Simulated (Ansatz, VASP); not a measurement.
# One calculation of V, two programs

Contents of INCAR:

```
PREC = Accurate
ENCUT = 520
EDIFF = 1E-6
ISMEAR = -1
SIGMA = 0.1
LREAL = F
LASPH = T
NELM = 60
ALGO = Normal
ISIF = 2
LWAVE = F
LCHARG = F
GGA = RE
NBANDS = 26
```

KPOINTS

```
Automatic mesh
0
Gamma
  9 9 15
```

Contents of POSCAR:

```
V
1.0
    4.4761184990      0.0000000000      0.0000000000
   -2.2380592495      3.8764323305      0.0000000000
    0.0000000000      0.0000000000      2.4072592382
V
3
Direct
    0.0000000000      1.0000000000      0.0000000000
    0.3333333333      0.6666666667      0.5000000000
    0.6666666667      0.3333333333      0.5000000000
```

Input for Ansatz:

```yaml
crystal:
  lattice:
    - [4.476118499, 0.0, 0.0]
    - [-2.2380592495, 3.8764323305, 0.0]
    - [0.0, 0.0, 2.4072592382]
  atoms:
    - { symbol: V, position: [0.0, 1.0, 0.0] }
    - { symbol: V, position: [0.3333333333, 0.6666666667, 0.5] }
    - { symbol: V, position: [0.6666666667, 0.3333333333, 0.5] }
hamiltonian:
  xc: revpbe
  pseudopotentials:
    kind: paw
    azcp:
      V: "pseudopotentials/V.paw.azcp"
basis:
  ecutwfc: 420
  fft_grid_basis: typed
kpoints:
  mp_grid: { grid: [9, 9, 15], shift: [0, 0, 0] }
magnetization:
  spin_polarized: false
scf:
  occupations: { method: fermi_dirac, width: 0.1 }
  lower_state_search: "off"
output:
  stress: true
  write_density: true
  write_potential: true
  elf: true
  volumetric_format: npy
```

Alike in both runs: task single point; functional revPBE; k mesh 9 × 9 × 15; occupations fermi-dirac, width 0.1 eV; no spin polarisation.

```csv
,VASP,Ansatz
version,VASP 6.6.1,Ansatz 0.2.0
potentials or method,"VASP PAW PBE potentials, release 64 (V_sv), cutoff 520 eV","plane waves (420 eV) with PAW, scalar-relativistic"
valence electrons in the cell,39,39
```

|  | VASP | Ansatz | Ansatz less VASP |
| --- | --- | --- | --- |
| pressure (GPa) | 0.2 | -0.1 | -0.30 |
| traceless stress, the component that is largest in VASP (GPa) | 0.37 | 0.21 | -0.154 |

VASP's potentials were made for PBE, not for revPBE. The functional is the same, so the differences come from potentials, cutoffs and numerics.
